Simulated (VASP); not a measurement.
# HgTe (I-4m2) in VASP: further runs

HgTe is run at these levels: r2SCAN; tasks: single point.

Everything below comes from runs of VASP 6.6.1. Logs are shortened: lines on timing, memory, paths and dates and some standing lists are left out, and cuts for length are marked.

## 1. The cell of the first run

It takes space group I-4m2 (No. 119, tetragonal). The conventional cell has a = 4.559 Å, b = 4.559 Å, c = 6.254 Å, α = 90.00°, β = 90.00°, γ = 90.00°. Hg (site symmetry -4m2) has 4 Te at 2.76 Å within 3.6 Å. Within 3.6 Å of Te (site symmetry -4m2) lie 4 Hg at 2.76 Å.

## 2. Single point, r2SCAN (strain +0.000 along x and y, -0.030 along z)

File POSCAR:

```
HgTe
1.0
    0.0000000000      3.2235000000      3.1267950000
    3.2235000000      0.0000000000      3.1267950000
    3.2235000000      3.2235000000      0.0000000000
Hg Te
1 1
Direct
    0.0000000000      0.0000000000      0.0000000000
    0.7500000000      0.7500000000      0.7500000000
```

File INCAR.step1:

```
  PREC = Accurate
  ENCUT = 520
  ISMEAR = 0
  SIGMA = 0.15
  LREAL = False
  LASPH = True
  NELM = 60
  NBANDS = 16
  GGA = PE
  ALGO = Normal
  EDIFF = 1E-4
  LWAVE = True
  LCHARG = False
```

File INCAR.step2:

```
  PREC = Accurate
  ENCUT = 520
  EDIFF = 1E-7
  ISMEAR = 0
  SIGMA = 0.15
  LREAL = False
  LASPH = True
  NELM = 60
  ALGO = Normal
  ISIF = 2
  LWAVE = False
  LCHARG = False
  METAGGA = R2SCAN
  LMIXTAU = True
  NBANDS = 16
  ISTART = 1
```

File KPOINTS:

```
regular mesh
0
Gamma
  14 14 14
```

Potentials or basis: VASP PAW PBE potentials, release 64 (Hg, Te).

On the command line:

```sh
> cat potpaw_PBE.64/Hg/POTCAR potpaw_PBE.64/Te/POTCAR > POTCAR
> cp INCAR.step1 INCAR
> mpirun -np 1 vasp_std > vasp.out
> cp INCAR.step2 INCAR
> mpirun -np 1 vasp_std > vasp.out
```

OUTCAR:

```text
PREC = Accurate
   ENCUT = 520
   EDIFF = 1E-7
   ISMEAR = 0
   LREAL = False
   LASPH = True
   NELM = 60
   ISIF = 2
   METAGGA = R2SCAN
   ISTART = 1

 ion  position               nearest neighbor table
   1  0.000  0.000  0.000-   2 2.76   2 2.76   2 2.76   2 2.76
   2  0.750  0.750  0.750-   1 2.76   1 2.76   1 2.76   1 2.76

  LATTYP: Found a body centered tetragonal cell.
 ALAT       =     4.5587174183
 C/A-ratio  =     1.3717871555

  Lattice vectors:

 A1 = (   0.0000000000,  -3.2235000000,  -3.1267950000)
 A2 = (   0.0000000000,   3.2235000000,  -3.1267950000)
 A3 = (   3.2235000000,   0.0000000000,   3.1267950000)

Analysis of symmetry for initial positions (statically):
=====================================================================
 Subroutine PRICEL returns:
 Original cell was already a primitive cell.

 Routine SETGRP: Setting up the symmetry group for a
 body centered tetragonal supercell.

 Subroutine GETGRP returns: Found  8 space group operations
 (whereof  8 operations were pure point group operations)
 out of a pool of 16 trial point group operations.

The static configuration has the point symmetry D_2d.

Analysis of symmetry for dynamics (positions and initial velocities):
=====================================================================
 Subroutine PRICEL returns:
 Original cell was already a primitive cell.

 Routine SETGRP: Setting up the symmetry group for a
 body centered tetragonal supercell.

 Subroutine GETGRP returns: Found  8 space group operations
 (whereof  8 operations were pure point group operations)
 out of a pool of 16 trial point group operations.

The dynamic configuration has the point symmetry D_2d.

 Subroutine INISYM returns: Found  8 space group operations
 (whereof  8 operations are pure point group operations),
 and found     1 'primitive' translations

----------------------------------------------------------------------------------------

                                     Primitive cell

  volume of cell :      64.9808

  direct lattice vectors                    reciprocal lattice vectors
     0.000000000  3.223500000  3.126795000    -0.155110904  0.155110904  0.159908149
     3.223500000  0.000000000  3.126795000     0.155110904 -0.155110904  0.159908149
     3.223500000  3.223500000  0.000000000     0.155110904  0.155110904 -0.159908149

  length of vectors
     4.490857293  4.490857293  4.558717418     0.271457918  0.271457918  0.271457918

  position of ions in fractional coordinates (direct lattice)
     0.000000000  0.000000000  0.000000000
     0.750000000  0.750000000  0.750000000

  ion indices of the primitive-cell ions
   primitive index   ion index
                 1           1
                 2           2

----------------------------------------------------------------------------------------

 KPOINTS: regular mesh

Automatic generation of k-mesh.
 Grid dimensions read from file:
 generate k-points for:   14   14   14

 Generating k-lattice:

  Cartesian coordinates                     Fractional coordinates (reciprocal lattice)
    -0.011079350  0.011079350  0.011422011     0.071428571  0.000000000  0.000000000
     0.011079350 -0.011079350  0.011422011     0.000000000  0.071428571  0.000000000
     0.011079350  0.011079350 -0.011422011     0.000000000  0.000000000  0.071428571

  Length of vectors
     0.019389851  0.019389851  0.019389851

  Shift w.r.t. Gamma in fractional coordinates (k-lattice)
     0.000000000  0.000000000  0.000000000

 Subroutine IBZKPT returns following result:
 ===========================================

 Found    244 irreducible k-points:

 Following reciprocal coordinates:
            Coordinates               Weight
  0.000000  0.000000  0.000000      1.000000
  0.071429  0.000000  0.000000      8.000000
  0.142857  0.000000  0.000000      8.000000
  0.214286  0.000000  0.000000      8.000000
  0.285714  0.000000  0.000000      8.000000
  0.357143  0.000000  0.000000      8.000000
[... 16 lines left out ...]
  0.214286  0.142857  0.000000      8.000000
  0.285714  0.142857  0.000000      8.000000
 [... further k-points ...]
   k-points           NKPTS =    244   k-points in BZ     NKDIM =    244   number of bands    NBANDS=     16
   number of dos      NEDOS =    301   number of ions     NIONS =      2
   total plane-waves  NPLWV =  46656
   dimension x,y,z NGX =    36 NGY =   36 NGZ =   36
   dimension x,y,z NGXF=    72 NGYF=   72 NGZF=   72
   ions per type =               1   1
   NGX,Y,Z   is equivalent  to a cutoff of  13.33, 13.33, 13.13 a.u.
   NGXF,Y,Z  is equivalent  to a cutoff of  26.65, 26.65, 26.26 a.u.
 SYSTEM =  unknown system
   PREC   = accura    normal or accurate (medium, high low for compatibility)
   ISTART =      1    job   : 0-new  1-cont  2-samecut
   ICHARG =      0    charge: 1-file 2-atom 10-const
   ISPIN  =      1    spin polarized calculation?
   LNONCOLLINEAR =      F non collinear calculations
   LSORBIT =      F    spin-orbit coupling
   LASPH  =      T    aspherical Exc in radial PAW
   ENCUT  =  520.0 eV  38.22 Ry    6.18 a.u.   8.35  8.35  8.48*2*pi/ulx,y,z
   NELM   =     60;   NELMIN=  2; NELMDL=  0     # of ELM steps
   EDIFF  = 0.1E-06   stopping-criterion for ELM
   LREAL  =      F    real-space projection
   EDIFFG = 0.1E-05   stopping-criterion for IOM
   NSW    =      0    number of steps for IOM
   IBRION =     -1    ionic relax: 0-MD 1-quasi-New 2-CG
   NFREE  =      0    steps in history (QN), initial steepest desc. (CG)
   ISIF   =      2    stress and relaxation
   ISYM   =      2    0-nonsym 1-usesym 2-fastsym
   POTIM  = 0.5000    time-step for ionic-motion
   TEBEG  =    0.0;   TEEND  =   0.0 temperature during run
   PSTRESS=    0.0 pullay stress
   NELECT =      18.0000    total number of electrons
   NUPDOWN=      -1.0000    fix difference up-down
   EMIN   =  10.00;   EMAX   =-10.00  energy-range for DOS
   EFERMI =   0.00;   METHOD = LEGACY
   ISMEAR =     0;   SIGMA  =   0.15  broadening in eV -4-tet -1-fermi 0-gaus
   EFERMI_NEDOS =   21; number of points for ismear=-14 and -15
   IALGO  =     38    algorithm
   IMIX   =      4    mixing-type and parameters
     AMIX     =   0.40;   BMIX     =  1.00
     AMIX_MAG =   1.60;   BMIX_MAG =  1.00
  volume/ion in A,a.u.               =      32.49       219.26
  Fermi-wavevector in a.u.,A,eV,Ry     =   1.067179  2.016677 15.495291  1.138872
  Thomas-Fermi vector in A             =   2.202787
   LORBIT       =      0    0 simple, 1 ext, 2 COOP (PROOUT), +10 PAW based schemes
   METAGGA = R2SCAN    functional components
   LHFCALC =     F    Hartree Fock is set to
   AEXX    =    0.0000 exact exchange contribution
   IVDW    =     0    specifies the selected vdW correction
   LEPSILON=     F    determine dielectric tensor
   LRPA    =     F    only Hartree local field effects (RPA)
 non-spin polarized calculation
 Gauss-broadening in eV      SIGMA  =   0.15
  energy-cutoff  :      520.00
  volume of cell :       64.98
 maximum number of plane-waves:      1773
 NGX is ok and might be reduce to    36
   NGX = 17   NGY = 17   NGZ = 17

 number of electron      17.9999998 magnetization

 Free energy of the ion-electron system (eV)
  ---------------------------------------------------
  ext. energy  EPLUGINS =         0.00000000
  ---------------------------------------------------
  free energy    TOTEN  =       -75.08326187 eV

  energy without entropy =      -75.08310301  energy(sigma->0) =      -75.08318244

 E-fermi :   3.4386     XC(G=0):  -9.5053

 val. band max:        3.3631822640   @ k =   0.0000   0.0000   0.0000
 cond. band min:       3.8701442612   @ k =   0.0714   0.0000   0.0000
 fundamental gap:      0.5069619972
 Fermi energy:         3.4385955433

 k-point     1 :       0.0000    0.0000    0.0000
  band No.  band energies     occupation
      1      -9.4152      2.00000
      2      -4.5919      2.00000
      3      -4.5919      2.00000
      4      -4.5845      2.00000
      5      -3.9767      2.00000
      6      -3.9542      2.00000
[... 8 lines left out ...]
     15      13.1811      0.00000
     16      13.5435      0.00000

 k-point     2 :       0.0714    0.0000    0.0000
  band No.  band energies     occupation
      1      -9.3858      2.00000
      2      -4.5840      2.00000
      3      -4.5836      2.00000
      4      -4.5745      2.00000
      5      -3.9773      2.00000
      6      -3.9556      2.00000
[... 8 lines left out ...]
     15      12.6929      0.00000
     16      12.9282      0.00000

 k-point     3 :       0.1429    0.0000    0.0000
  band No.  band energies     occupation
      1      -9.3020      2.00000
      2      -4.5610      2.00000
      3      -4.5591      2.00000
      4      -4.5423      2.00000
      5      -3.9779      2.00000
      6      -3.9586      2.00000
[... 8 lines left out ...]
     15      12.2755      0.00000
     16      12.4940      0.00000

 k-point     4 :       0.2143    0.0000    0.0000
  band No.  band energies     occupation
      1      -9.1767      2.00000
      2      -4.5300      2.00000
      3      -4.5238      2.00000
      4      -4.4715      2.00000
      5      -3.9757      2.00000
      6      -3.9606      2.00000
[... 8 lines left out ...]
     15      12.1425      0.00000
     16      12.3252      0.00000

 k-point     5 :       0.2857    0.0000    0.0000
  band No.  band energies     occupation
      1      -9.0316      2.00000
      2      -4.4988      2.00000
      3      -4.4886      2.00000
      4      -4.3375      2.00000
      5      -3.9683      2.00000
      6      -3.9586      2.00000
[... 8 lines left out ...]
     15      12.3559      0.00000
     16      12.4158      0.00000

 k-point     6 :       0.3571    0.0000    0.0000
  band No.  band energies     occupation
      1      -8.8953      2.00000
      2      -4.4743      2.00000
      3      -4.4602      2.00000
      4      -4.1209      2.00000
      5      -3.9563      2.00000
      6      -3.9511      2.00000
[... 8 lines left out ...]
     15      12.8363      0.00000
     16      12.8871      0.00000

 k-point     7 :       0.4286    0.0000    0.0000
  band No.  band energies     occupation
      1      -8.7977      2.00000
      2      -4.4597      2.00000
      3      -4.4426      2.00000
      4      -3.9508      2.00000
      5      -3.9446      2.00000
      6      -3.8183      2.00000
[... 8 lines left out ...]
     15      13.4514      0.00000
     16      13.5924      0.00000

 k-point     8 :       0.5000    0.0000    0.0000
  band No.  band energies     occupation
      1      -8.7622      2.00000
      2      -4.4550      2.00000
      3      -4.4368      2.00000
      4      -3.9455      2.00000
      5      -3.9396      2.00000
      6      -3.6165      2.00000
[... 8 lines left out ...]
     15      13.8305      0.00000
     16      14.0395      0.00000

 k-point     9 :       0.0714    0.0714    0.0000
  band No.  band energies     occupation
      1      -9.3751      2.00000
      2      -4.5822      2.00000
      3      -4.5760      2.00000
      4      -4.5760      2.00000
      5      -3.9727      2.00000
      6      -3.9602      2.00000
[... 8 lines left out ...]
     15      12.5608      0.00000
     16      13.2106      0.00000
[... 172 lines left out ...]
 k-point    19 :      -0.2143    0.0714    0.0000
  band No.  band energies     occupation
      1      -9.1100      2.00000
      2      -4.5190      2.00000
      3      -4.4925      2.00000
      4      -4.4283      2.00000
      5      -3.9867      2.00000
      6      -3.9510      2.00000
[... 8 lines left out ...]
     15      11.7423      0.00000
     16      12.8578      0.00000

 k-point    20 :      -0.1429    0.0714    0.0000
  band No.  band energies     occupation
      1      -9.2420      2.00000
      2      -4.5507      2.00000
      3      -4.5309      2.00000
      4      -4.5163      2.00000
      5      -3.9871      2.00000
      6      -3.9527      2.00000
[... 8 lines left out ...]
     15      11.7935      0.00000
     16      12.3571      0.00000

 k-point    21 :      -0.0714    0.0714    0.0000
  band No.  band energies     occupation
      1      -9.3392      2.00000
      2      -4.5744      2.00000
      3      -4.5695      2.00000
      4      -4.5534      2.00000
      5      -3.9828      2.00000
      6      -3.9535      2.00000
[... 8 lines left out ...]
     15      12.1373      0.00000
     16      12.4494      0.00000

 k-point    22 :       0.1429    0.1429    0.0000
  band No.  band energies     occupation
      1      -9.2604      2.00000
      2      -4.5708      2.00000
      3      -4.5297      2.00000
      4      -4.5297      2.00000
      5      -3.9744      2.00000
      6      -3.9614      2.00000
[... 8 lines left out ...]
     15      11.9829      0.00000
     16      13.2978      0.00000

 k-point    23 :       0.2143    0.1429    0.0000
  band No.  band energies     occupation
      1      -9.1652      2.00000
      2      -4.5506      2.00000
      3      -4.4957      2.00000
      4      -4.4865      2.00000
      5      -3.9797      2.00000
      6      -3.9543      2.00000
[... 8 lines left out ...]
     15      12.6123      0.00000
     16      13.1849      0.00000

 k-point    24 :       0.2857    0.1429    0.0000
  band No.  band energies     occupation
      1      -9.0386      2.00000
      2      -4.5134      2.00000
      3      -4.4599      2.00000
      4      -4.4073      2.00000
      5      -3.9747      2.00000
      6      -3.9463      2.00000
[... 8 lines left out ...]
     15      12.8691      0.00000
     16      13.2128      0.00000

 [... further k-points ...]

------------------------ aborting loop because EDIFF is reached ----------------------------------------

  FORCE on cell =-STRESS in cart. coord.  units (eV):
  Direction    XX          YY          ZZ          XY          YZ          ZX
  --------------------------------------------------------------------------------------
  -------------------------------------------------------------------------------------
  Total        1.7821045      1.7821045      1.9204110      0.0000000     -0.0000000      0.0000000
  in kB       43.9398929     43.9398929     47.3500032      0.0000000     -0.0000000      0.0000000
  external PRESSURE =      45.0765964 kB  Pullay stress =       0.0000000 kB

 VOLUME and BASIS-vectors are now :
 -----------------------------------------------------------------------------
  energy-cutoff  :      520.00
  volume of cell :       64.98
      direct lattice vectors                 reciprocal lattice vectors
     0.000000000  3.223500000  3.126795000    -0.155110904  0.155110904  0.159908149
     3.223500000  0.000000000  3.126795000     0.155110904 -0.155110904  0.159908149
     3.223500000  3.223500000  0.000000000     0.155110904  0.155110904 -0.159908149

 POSITION                                       TOTAL-FORCE (eV/Angst)
 -----------------------------------------------------------------------------------
      0.00000      0.00000      0.00000         0.000000      0.000000     -0.000000
      4.83525      4.83525      4.69019        -0.000000     -0.000000      0.000000
 -----------------------------------------------------------------------------------
    total drift:                                0.000000      0.000000     -0.000000

  FREE ENERGIE OF THE ION-ELECTRON SYSTEM (eV)
  ---------------------------------------------------
  free  energy   TOTEN  =       -75.0832618722 eV

  energy  without entropy=      -75.0831030110  energy(sigma->0) =      -75.08318244
```

Run time: 22 min. Hardware: 1 thread of Oxide Virtual Turin-like, shared host; peak memory 0.38 GiB.

What came out:

* Free energy: -75.0833 eV
* Pressure: 4.5 GPa
* Band gap on the k mesh: 0.10 eV (least direct gap 0.11 eV)

Caveat: the cell differs from its parent crystal (strain +0.000 along x and y, -0.030 along z); the cell stands under pressure; the smearing spreads over this small gap; the PAW data sets were made with another functional, which shifts forces and pressure a little; spin-orbit coupling is left out, which moves the levels of the heavy elements.

## 3. Single point, r2SCAN (strain +0.030 along x and y, +0.000 along z)

File POSCAR:

```
HgTe
1.0
    0.0000000000      3.3202050000      3.2235000000
    3.3202050000      0.0000000000      3.2235000000
    3.3202050000      3.3202050000      0.0000000000
Hg Te
1 1
Direct
    0.0000000000      0.0000000000      0.0000000000
    0.7500000000      0.7500000000      0.7500000000
```

INCAR.step1: that of step 2 with these lines changed.

```diff
@@ -6,3 +6,3 @@
   LASPH = True
-  NELM = 60
+  NELM = 100
   NBANDS = 16
```

INCAR.step2: that of step 2 with these lines changed.

```diff
@@ -2,3 +2,3 @@
   ENCUT = 520
-  EDIFF = 1E-7
+  EDIFF = 1E-6
   ISMEAR = 0
@@ -7,3 +7,3 @@
   LASPH = True
-  NELM = 60
+  NELM = 100
   ALGO = Normal
```

KPOINTS is that of step 2.

Potentials or basis: VASP PAW PBE potentials, release 64 (Hg, Te).

On the command line:

```sh
> cat potpaw_PBE.64/Hg/POTCAR potpaw_PBE.64/Te/POTCAR > POTCAR
> cp INCAR.step1 INCAR
> mpirun -np 1 vasp_std > vasp.out
> cp INCAR.step2 INCAR
> mpirun -np 1 vasp_std > vasp.out
```

Wall time 24 min (1 thread of Oxide Virtual Turin-like, shared host); peak memory 0.4 GiB.

The run converged. Its results:

- Free energy: -75.1629 eV
- Pressure: 0.0 GPa
- Band gap on the k mesh: 0.09 eV (least direct gap 0.09 eV)

Stress tensor (GPa, compression positive):
```
-0.15  0.00  0.00
 0.00 -0.15  0.00
 0.00  0.00  0.29
```

Levels at points of the mesh, in eV from the valence-band top:
| k point | band 7 | band 8 | band 9 | band 10 | band 11 | band 12 |
| --- | --- | --- | --- | --- | --- | --- |
| (0.00, 0.00, 0.00) | -0.52 | -0.01 | -0.01 | 0.09 | 4.69 | 4.70 |
| (0.50, 0.00, 0.00) | -5.27 | -0.96 | -0.83 | 0.96 | 5.38 | 5.54 |
| (0.50, 0.50, 0.00) | -5.18 | -2.18 | -2.18 | 1.98 | 2.81 | 8.66 |
| (0.50, 0.00, 0.50) | -5.31 | -2.10 | -2.03 | 2.20 | 2.93 | 8.46 |

Caveat: the cell differs from its parent crystal (strain +0.030 along x and y, +0.000 along z); the smearing spreads over this small gap; the PAW data sets were made with another functional, which shifts forces and pressure a little; spin-orbit coupling is left out, which moves the levels of the heavy elements. A k mesh can miss the band edges.

The gap in the log of VASP goes by the Fermi energy; the results here count the filled bands.